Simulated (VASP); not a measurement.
# Hg (Fm-3m) in VASP: notebook

The runs below take Hg through single point, relaxation of cell and atoms, with r2SCAN.

Program: VASP 6.6.1. These are calculated values, not measurements. Logs are shortened: lines on timing, memory, paths and dates and some standing lists are left out, and cuts for length are marked.

**1. The cell of the first run**

Symmetry: Fm-3m, No. 225, cubic system. The conventional cell has a = 5.109 Å, b = 5.109 Å, c = 5.109 Å, α = 90.00°, β = 90.00°, γ = 90.00°. Within 4.7 Å of Hg (site symmetry m-3m) lie 12 Hg at 3.61 Å.

**2. Single point, r2SCAN**

POSCAR

```
Hg
1.0
    0.0000000000      2.5545041317      2.5545041317
    2.5545041317      0.0000000000      2.5545041317
    2.5545041317      2.5545041317      0.0000000000
Hg
1
Direct
    0.0000000000      0.0000000000      0.0000000000
```

INCAR.step1

```
  PREC = Accurate
  ENCUT = 520
  ISMEAR = 0
  SIGMA = 0.1
  LREAL = False
  LASPH = True
  NELM = 60
  NBANDS = 12
  GGA = PE
  ALGO = Normal
  EDIFF = 1E-4
  LWAVE = True
  LCHARG = False
```

INCAR.step2

```
  PREC = Accurate
  ENCUT = 520
  EDIFF = 1E-6
  ISMEAR = 0
  SIGMA = 0.1
  LREAL = False
  LASPH = True
  NELM = 60
  ALGO = Normal
  ISIF = 2
  LWAVE = False
  LCHARG = False
  METAGGA = R2SCAN
  LMIXTAU = True
  NBANDS = 12
  ISTART = 1
```

KPOINTS

```
Automatic mesh
0
Gamma
  6 6 6
```

Potentials or basis: VASP PAW PBE potentials, release 64 (Hg).

Started as:

```bash
$ cat potpaw_PBE.64/Hg/POTCAR > POTCAR
$ cp INCAR.step1 INCAR
$ mpirun -np 1 vasp_std > vasp.out
$ cp INCAR.step2 INCAR
$ mpirun -np 1 vasp_std > vasp.out
```

OUTCAR:

```text
PREC = Accurate
   ENCUT = 520
   EDIFF = 1E-6
   ISMEAR = 0
   LREAL = False
   LASPH = True
   NELM = 60
   ISIF = 2
   METAGGA = R2SCAN
   ISTART = 1

 ion  position               nearest neighbor table
   1  0.000  0.000  0.000-

  LATTYP: Found a face centered cubic cell.
 ALAT       =     5.1090082634

  Lattice vectors:

 A1 = (   0.0000000000,   2.5545041317,   2.5545041317)
 A2 = (   2.5545041317,   0.0000000000,   2.5545041317)
 A3 = (   2.5545041317,   2.5545041317,   0.0000000000)

Analysis of symmetry for initial positions (statically):
=====================================================================
 Subroutine PRICEL returns:
 Original cell was already a primitive cell.

 Routine SETGRP: Setting up the symmetry group for a
 face centered cubic supercell.

 Subroutine GETGRP returns: Found 48 space group operations
 (whereof 48 operations were pure point group operations)
 out of a pool of 48 trial point group operations.

The static configuration has the point symmetry O_h .

Analysis of symmetry for dynamics (positions and initial velocities):
=====================================================================
 Subroutine PRICEL returns:
 Original cell was already a primitive cell.

 Routine SETGRP: Setting up the symmetry group for a
 face centered cubic supercell.

 Subroutine GETGRP returns: Found 48 space group operations
 (whereof 48 operations were pure point group operations)
 out of a pool of 48 trial point group operations.

The dynamic configuration has the point symmetry O_h .

 Subroutine INISYM returns: Found 48 space group operations
 (whereof 48 operations are pure point group operations),
 and found     1 'primitive' translations

----------------------------------------------------------------------------------------

                                     Primitive cell

  volume of cell :      33.3388

  direct lattice vectors                    reciprocal lattice vectors
     0.000000000  2.554504132  2.554504132    -0.195732704  0.195732704  0.195732704
     2.554504132  0.000000000  2.554504132     0.195732704 -0.195732704  0.195732704
     2.554504132  2.554504132  0.000000000     0.195732704  0.195732704 -0.195732704

  length of vectors
     3.612614388  3.612614388  3.612614388     0.339018987  0.339018987  0.339018987

  position of ions in fractional coordinates (direct lattice)
     0.000000000  0.000000000  0.000000000

  ion indices of the primitive-cell ions
   primitive index   ion index
                 1           1

----------------------------------------------------------------------------------------

 KPOINTS: Automatic mesh

Automatic generation of k-mesh.
 Grid dimensions read from file:
 generate k-points for:    6    6    6

 Generating k-lattice:

  Cartesian coordinates                     Fractional coordinates (reciprocal lattice)
    -0.032622117  0.032622117  0.032622117     0.166666667  0.000000000  0.000000000
     0.032622117 -0.032622117  0.032622117     0.000000000  0.166666667  0.000000000
     0.032622117  0.032622117 -0.032622117     0.000000000  0.000000000  0.166666667

  Length of vectors
     0.056503165  0.056503165  0.056503165

  Shift w.r.t. Gamma in fractional coordinates (k-lattice)
     0.000000000  0.000000000  0.000000000

 Subroutine IBZKPT returns following result:
 ===========================================

 Found     16 irreducible k-points:

 Following reciprocal coordinates:
            Coordinates               Weight
  0.000000  0.000000  0.000000      1.000000
  0.166667  0.000000  0.000000      8.000000
  0.333333  0.000000  0.000000      8.000000
  0.500000  0.000000  0.000000      4.000000
  0.166667  0.166667  0.000000      6.000000
  0.333333  0.166667  0.000000     24.000000
[... 8 lines left out ...]
 -0.333333  0.333333  0.166667     24.000000
 -0.333333  0.500000  0.166667     12.000000
   k-points           NKPTS =     16   k-points in BZ     NKDIM =     16   number of bands    NBANDS=     12
   number of dos      NEDOS =    301   number of ions     NIONS =      1
   total plane-waves  NPLWV =  21952
   dimension x,y,z NGX =    28 NGY =   28 NGZ =   28
   dimension x,y,z NGXF=    56 NGYF=   56 NGZF=   56
   ions per type =               1
   NGX,Y,Z   is equivalent  to a cutoff of  12.89, 12.89, 12.89 a.u.
   NGXF,Y,Z  is equivalent  to a cutoff of  25.77, 25.77, 25.77 a.u.
 SYSTEM =  unknown system
   PREC   = accura    normal or accurate (medium, high low for compatibility)
   ISTART =      1    job   : 0-new  1-cont  2-samecut
   ICHARG =      0    charge: 1-file 2-atom 10-const
   ISPIN  =      1    spin polarized calculation?
   LNONCOLLINEAR =      F non collinear calculations
   LSORBIT =      F    spin-orbit coupling
   LASPH  =      T    aspherical Exc in radial PAW
   ENCUT  =  520.0 eV  38.22 Ry    6.18 a.u.   6.72  6.72  6.72*2*pi/ulx,y,z
   NELM   =     60;   NELMIN=  2; NELMDL=  0     # of ELM steps
   EDIFF  = 0.1E-05   stopping-criterion for ELM
   LREAL  =      F    real-space projection
   EDIFFG = 0.1E-04   stopping-criterion for IOM
   NSW    =      0    number of steps for IOM
   IBRION =     -1    ionic relax: 0-MD 1-quasi-New 2-CG
   NFREE  =      0    steps in history (QN), initial steepest desc. (CG)
   ISIF   =      2    stress and relaxation
   ISYM   =      2    0-nonsym 1-usesym 2-fastsym
   POTIM  = 0.5000    time-step for ionic-motion
   TEBEG  =    0.0;   TEEND  =   0.0 temperature during run
   PSTRESS=    0.0 pullay stress
   NELECT =      12.0000    total number of electrons
   NUPDOWN=      -1.0000    fix difference up-down
   EMIN   =  10.00;   EMAX   =-10.00  energy-range for DOS
   EFERMI =   0.00;   METHOD = LEGACY
   ISMEAR =     0;   SIGMA  =   0.10  broadening in eV -4-tet -1-fermi 0-gaus
   EFERMI_NEDOS =   21; number of points for ismear=-14 and -15
   IALGO  =     38    algorithm
   IMIX   =      4    mixing-type and parameters
     AMIX     =   0.40;   BMIX     =  1.00
     AMIX_MAG =   1.60;   BMIX_MAG =  1.00
  volume/ion in A,a.u.               =      33.34       224.98
  Fermi-wavevector in a.u.,A,eV,Ry     =   1.164533  2.200649 18.451380  1.356138
  Thomas-Fermi vector in A             =   2.301070
   LORBIT       =      0    0 simple, 1 ext, 2 COOP (PROOUT), +10 PAW based schemes
   METAGGA = R2SCAN    functional components
   LHFCALC =     F    Hartree Fock is set to
   AEXX    =    0.0000 exact exchange contribution
   IVDW    =     0    specifies the selected vdW correction
   LEPSILON=     F    determine dielectric tensor
   LRPA    =     F    only Hartree local field effects (RPA)
 non-spin polarized calculation
 Gauss-broadening in eV      SIGMA  =   0.10
  energy-cutoff  :      520.00
  volume of cell :       33.34
 maximum number of plane-waves:       934
   NGX = 13   NGY = 13   NGZ = 13

 number of electron      12.0000001 magnetization

 Free energy of the ion-electron system (eV)
  ---------------------------------------------------
  ext. energy  EPLUGINS =         0.00000000
  ---------------------------------------------------
  free energy    TOTEN  =       -49.32181467 eV

  energy without entropy =      -49.32181450  energy(sigma->0) =      -49.32181458

 E-fermi :  -0.1049     XC(G=0):  -9.4889

 val. band max:       -0.4322481475   @ k =  -0.3333   0.5000   0.1667
 cond. band min:       0.2029751164   @ k =   0.5000   0.0000   0.0000
 fundamental gap:      0.6352232639
 Fermi energy:        -0.1049274042

 k-point     1 :       0.0000    0.0000    0.0000
  band No.  band energies     occupation
      1      -6.4494      2.00000
      2      -6.1388      2.00000
      3      -6.1388      2.00000
      4      -6.1388      2.00000
      5      -5.8357      2.00000
      6      -5.8357      2.00000
      7      12.4178      0.00000
      8      12.4178      0.00000
      9      12.4178      0.00000
     10      13.7413      0.00000
     11      16.0164      0.00000
     12      17.2480      0.00000

 k-point     2 :       0.1667    0.0000    0.0000
  band No.  band energies     occupation
      1      -6.2706      2.00000
      2      -6.0798      2.00000
      3      -6.0798      2.00000
      4      -5.8325      2.00000
      5      -5.8325      2.00000
      6      -5.7933      2.00000
      7       8.3261      0.00000
      8      11.8986      0.00000
      9      11.8986      0.00000
     10      13.4907      0.00000
     11      16.4731      0.00000
     12      17.6173      0.00000

 k-point     3 :       0.3333    0.0000    0.0000
  band No.  band energies     occupation
      1      -6.4223      2.00000
      2      -6.0961      2.00000
      3      -6.0961      2.00000
      4      -5.6793      2.00000
      5      -5.6793      2.00000
      6      -4.0233      2.00000
      7       3.4146      0.00000
      8      10.9906      0.00000
      9      10.9906      0.00000
     10      13.1443      0.00000
     11      15.1890      0.00000
     12      16.1832      0.00000

 k-point     4 :       0.5000    0.0000    0.0000
  band No.  band energies     occupation
      1      -6.5013      2.00000
      2      -6.1345      2.00000
      3      -6.1345      2.00000
      4      -5.5658      2.00000
      5      -5.5658      2.00000
      6      -1.8920      2.00000
      7       0.2030      0.00001
      8      10.5597      0.00000
      9      10.5597      0.00000
     10      12.9125      0.00000
     11      14.7888      0.00000
     12      15.7183      0.00000

 k-point     5 :       0.1667    0.1667    0.0000
  band No.  band energies     occupation
      1      -6.2430      2.00000
      2      -6.0640      2.00000
      3      -5.9953      2.00000
      4      -5.9953      2.00000
      5      -5.7744      2.00000
      6      -5.6011      2.00000
      7       9.7419      0.00000
      8      10.2120      0.00000
      9      10.2120      0.00000
     10      12.8028      0.00000
     11      13.8471      0.00000
     12      19.5273      0.00000
[... 108 lines left out ...]
      1      -6.5451      2.00000
      2      -6.5022      2.00000
      3      -5.5861      2.00000
      4      -5.4947      2.00000
      5      -5.4947      2.00000
      6      -0.4348      2.00000
      7       1.2490      0.00000
      8       6.6931      0.00000
      9       6.6931      0.00000
     10       9.9731      0.00000
     11      11.6189      0.00000
     12      23.2717      0.00000

 k-point    14 :       0.5000    0.3333    0.1667
  band No.  band energies     occupation
      1      -6.2740      2.00000
      2      -6.1909      2.00000
      3      -6.0065      2.00000
      4      -5.6903      2.00000
      5      -5.6823      2.00000
      6      -2.6343      2.00000
      7       3.9318      0.00000
      8       5.6136      0.00000
      9       7.8614      0.00000
     10      13.5520      0.00000
     11      14.7660      0.00000
     12      16.9778      0.00000

 k-point    15 :      -0.3333    0.3333    0.1667
  band No.  band energies     occupation
      1      -6.2337      2.00000
      2      -6.1931      2.00000
      3      -5.9656      2.00000
      4      -5.8206      2.00000
      5      -5.5683      2.00000
      6      -1.0564      2.00000
      7       2.0442      0.00000
      8       4.9518      0.00000
      9       6.7878      0.00000
     10      13.7800      0.00000
     11      16.0281      0.00000
     12      18.7316      0.00000

 k-point    16 :      -0.3333    0.5000    0.1667
  band No.  band energies     occupation
      1      -6.3353      2.00000
      2      -6.3300      2.00000
      3      -5.8230      2.00000
      4      -5.7196      2.00000
      5      -5.4945      2.00000
      6      -0.4322      2.00000
      7       2.2783      0.00000
      8       4.7215      0.00000
      9       5.2983      0.00000
     10      13.3371      0.00000
     11      14.3424      0.00000
     12      19.2669      0.00000

------------------------ aborting loop because EDIFF is reached ----------------------------------------

  FORCE on cell =-STRESS in cart. coord.  units (eV):
  Direction    XX          YY          ZZ          XY          YZ          ZX
  --------------------------------------------------------------------------------------
  -------------------------------------------------------------------------------------
  Total       -0.2653314     -0.2653314     -0.2653314      0.0000000      0.0000000     -0.0000000
  in kB      -12.7511512    -12.7511512    -12.7511512      0.0000000      0.0000000     -0.0000000
  external PRESSURE =     -12.7511512 kB  Pullay stress =       0.0000000 kB

 VOLUME and BASIS-vectors are now :
 -----------------------------------------------------------------------------
  energy-cutoff  :      520.00
  volume of cell :       33.34
      direct lattice vectors                 reciprocal lattice vectors
     0.000000000  2.554504132  2.554504132    -0.195732704  0.195732704  0.195732704
     2.554504132  0.000000000  2.554504132     0.195732704 -0.195732704  0.195732704
     2.554504132  2.554504132  0.000000000     0.195732704  0.195732704 -0.195732704

 POSITION                                       TOTAL-FORCE (eV/Angst)
 -----------------------------------------------------------------------------------
      0.00000      0.00000      0.00000         0.000000      0.000000      0.000000
 -----------------------------------------------------------------------------------
    total drift:                               -0.000000     -0.000000     -0.000000

  FREE ENERGIE OF THE ION-ELECTRON SYSTEM (eV)
  ---------------------------------------------------
  free  energy   TOTEN  =       -49.3218146659 eV

  energy  without entropy=      -49.3218145017  energy(sigma->0) =      -49.32181458
```

It took 33 s on 1 thread of AMD EPYC 7R43 (Zen 3), shared host; peak memory 0.13 GiB.

The run converged, but its numbers aren't listed here, since they failed a check.

Caveat: the mesh shows a gap though the element is a metal; the PAW data sets were made with another functional, which shifts forces and pressure a little; spin-orbit coupling is left out, which moves the levels of the heavy elements.

**3. Single point, r2SCAN**

This run uses another cell than the first one, of 28.49 Å³/atom, 0.855 times its volume.

POSCAR

```
Hg
1.0
    0.0000000000      2.4241328140      2.4241328140
    2.4241328140      0.0000000000      2.4241328140
    2.4241328140      2.4241328140      0.0000000000
Hg
1
Direct
    0.0000000000      0.0000000000      0.0000000000
```

INCAR.step1

```
PREC = Accurate
ENCUT = 520
ISMEAR = 0
SIGMA = 0.02
LREAL = False
LASPH = True
NELM = 60
NBANDS = 12
GGA = PE
ALGO = Normal
EDIFF = 1E-4
LWAVE = True
LCHARG = False
```

INCAR.step2

```
PREC = Accurate
ENCUT = 520
EDIFF = 1E-6
ISMEAR = 0
SIGMA = 0.02
LREAL = False
LASPH = True
NELM = 60
ALGO = Normal
ISIF = 2
LWAVE = False
LCHARG = False
METAGGA = R2SCAN
LMIXTAU = True
NBANDS = 12
ISTART = 1
```

KPOINTS

```
Automatic mesh
0
Gamma
  10 10 10
```

Potentials or basis: VASP PAW PBE potentials, release 64 (Hg).

Started as:

```bash
$ cat potpaw_PBE.64/Hg/POTCAR > POTCAR
$ cp INCAR.step1 INCAR
$ mpirun -np 1 vasp_std > vasp.out
$ cp INCAR.step2 INCAR
$ mpirun -np 1 vasp_std > vasp.out
```

OUTCAR:

```text
PREC = Accurate
   ENCUT = 520
   EDIFF = 1E-6
   ISMEAR = 0
   LREAL = False
   LASPH = True
   NELM = 60
   ISIF = 2
   METAGGA = R2SCAN
   ISTART = 1

 ion  position               nearest neighbor table
   1  0.000  0.000  0.000-

  LATTYP: Found a face centered cubic cell.
 ALAT       =     4.8482656280

  Lattice vectors:

 A1 = (   0.0000000000,   2.4241328140,   2.4241328140)
 A2 = (   2.4241328140,   0.0000000000,   2.4241328140)
 A3 = (   2.4241328140,   2.4241328140,   0.0000000000)

[... 538 lines left out ...]
     12      23.8675      0.00000

 [... further k-points ...]

------------------------ aborting loop because EDIFF is reached ----------------------------------------

  FORCE on cell =-STRESS in cart. coord.  units (eV):
  Direction    XX          YY          ZZ          XY          YZ          ZX
  --------------------------------------------------------------------------------------
  -------------------------------------------------------------------------------------
  Total        0.0173555      0.0173555      0.0173555      0.0000000      0.0000000      0.0000000
  in kB        0.9759981      0.9759981      0.9759981      0.0000000      0.0000000      0.0000000
  external PRESSURE =       0.9759981 kB  Pullay stress =       0.0000000 kB

 VOLUME and BASIS-vectors are now :
 -----------------------------------------------------------------------------
  energy-cutoff  :      520.00
  volume of cell :       28.49
      direct lattice vectors                 reciprocal lattice vectors
     0.000000000  2.424132814  2.424132814    -0.206259326  0.206259326  0.206259326
     2.424132814  0.000000000  2.424132814     0.206259326 -0.206259326  0.206259326
     2.424132814  2.424132814  0.000000000     0.206259326  0.206259326 -0.206259326

 POSITION                                       TOTAL-FORCE (eV/Angst)
 -----------------------------------------------------------------------------------
      0.00000      0.00000      0.00000         0.000000      0.000000     -0.000000
 -----------------------------------------------------------------------------------
    total drift:                               -0.000000     -0.000000     -0.000000

  FREE ENERGIE OF THE ION-ELECTRON SYSTEM (eV)
  ---------------------------------------------------
  free  energy   TOTEN  =       -49.3448472115 eV

  energy  without entropy=      -49.3447220059  energy(sigma->0) =      -49.34478461
```

OSZICAR.step1:

```text
N       E                     dE             d eps       ncg     rms          rms(c)
DAV:   1     0.710011121660E+02    0.71001E+02   -0.64302E+03  1208   0.937E+02
DAV:   2     0.113375027337E+01   -0.69867E+02   -0.64938E+02  1204   0.218E+02
DAV:   3    -0.172555685022E+00   -0.13063E+01   -0.13055E+01  1364   0.334E+01
DAV:   4    -0.173921975080E+00   -0.13663E-02   -0.13663E-02  1268   0.112E+00
DAV:   5    -0.173924062888E+00   -0.20878E-05   -0.20877E-05  1088   0.432E-02    0.192E+00
DAV:   6    -0.161104055709E+00    0.12820E-01   -0.33145E-02  1348   0.201E+00    0.151E+00
DAV:   7    -0.160470669976E+00    0.63339E-03   -0.45151E-03  1340   0.636E-01    0.711E-01
DAV:   8    -0.160594596285E+00   -0.12393E-03   -0.51719E-04  1208   0.272E-01    0.241E-02
DAV:   9    -0.160613463982E+00   -0.18868E-04   -0.12060E-05   644   0.307E-02
   1 F= -.16061346E+00 E0= -.16055079E+00  d E =-.125350E-03
```

It took 80 s on 1 thread of AMD EPYC 7R43 (Zen 3), shared host; peak memory 0.13 GiB.

Results:

```yaml
Free_energy: -49.3448 eV
Pressure: 0.1 GPa
Band_gap_on_the_k_mesh: zero (band 6 reaches 0.99 eV, above the bottom of band 7 at 0.60 eV)
```

Caveat: the PAW data sets were made with another functional, which shifts forces and pressure a little; spin-orbit coupling is left out, which moves the levels of the heavy elements.

[end of part 1 of 2]
